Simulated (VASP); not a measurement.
Runs of VASP 6.6.1 on Ti. The structure is that of space group P6_3/mmc (No. 194), or close to it. The cells are those of the table. 

```csv
spin,cell,k mesh,smearing,gap on the mesh (eV),pressure (GPa)
off,"a = 2.974, b = 2.974, c = 4.703 Å, angles 90.0, 90.0, 120.0°, 2 atoms",20 × 20 × 11,fermi-dirac 0.1 eV,none,-3.9
off,"a = 3.049, b = 3.049, c = 4.820 Å, angles 90.0, 90.0, 120.0°, 2 atoms",20 × 20 × 11,fermi-dirac 0.1 eV,none,-10.5
collinear,"a = 2.974, b = 2.974, c = 4.700 Å, angles 90.0, 90.0, 120.0°, 2 atoms",20 × 20 × 11,fermi-dirac 0.05 eV,none,-4.0
off,"a = 2.936, b = 2.936, c = 4.642 Å, angles 90.0, 90.0, 120.0°, 2 atoms",12 × 12 × 7,fermi-dirac 0.2 eV,none,(b)
off,"a = 2.936, b = 2.936, c = 4.642 Å, angles 90.0, 90.0, 120.0°, 2 atoms",12 × 12 × 7,fermi-dirac 0.01 eV,none,(a)
```

Alike in all rows: task single point; level r2SCAN; potentials or basis VASP PAW PBE potentials, release 64 (Ti_sv); cutoff (eV) 520.

**Question.** Estimate the missing entries.

**Answer.** (a) 0.2; (b) 1.0.

Caveats: the PAW data sets were made with another functional, which shifts forces and pressure a little; the cell stands under tension (at least some runs).

A gap of «none» marks levels without a gap at the run's occupations.
